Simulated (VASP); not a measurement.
BN, 2 atoms in the cell. Symmetry: F-43m, No. 216, cubic system. The conventional cell has a = 3.616 Å, b = 3.616 Å, c = 3.616 Å, α = 90.00°, β = 90.00°, γ = 90.00°. Within 2.1 Å of B (site symmetry -43m) lie 4 N at 1.57 Å. Within 2.1 Å of N (site symmetry -43m) lie 4 B at 1.57 Å. 

```yaml
Program: VASP 6.6.1
Task: G0W0 quasiparticle levels
Functional: PBE
Potentials_or_basis: VASP PAW PBE potentials, release 64 (B_GW, N_GW)
Cutoff: 500 eV
k_mesh: 6 × 6 × 6
Occupations: gaussian, width 0.01 eV
Spin: no spin polarisation
Dipole_correction: no
GW_scheme: G0W0
GW_iterations: 1
Cutoff_of_the_response_function: 113.3
Frequency_points: 48
Empty_bands: 55
Further_INCAR_settings: ALGO = EVGW0; EDIFF = 1e-08; NBANDS = 59
```

Potentials or basis: VASP PAW PBE potentials, release 64 (B_GW, N_GW).

The run is started by

```console
$ cat potpaw_PBE.64/B_GW/POTCAR potpaw_PBE.64/N_GW/POTCAR > POTCAR
$ cp INCAR.step1 INCAR
$ mpirun -np 1 vasp_std > vasp.out
$ cp INCAR.step2 INCAR
$ mpirun -np 1 vasp_std > vasp.out
$ cp INCAR.step3 INCAR
$ mpirun -np 1 vasp_std > vasp.out
```

Hardware: 1 thread of Intel Xeon 8259CL, with other jobs on the host.

Question: How long does it take, and how much memory?

Answer: Run time: 100 s on 1 thread of Intel Xeon 8259CL, on a shared host, peak memory 0.22 GiB. Counts: k points 16.
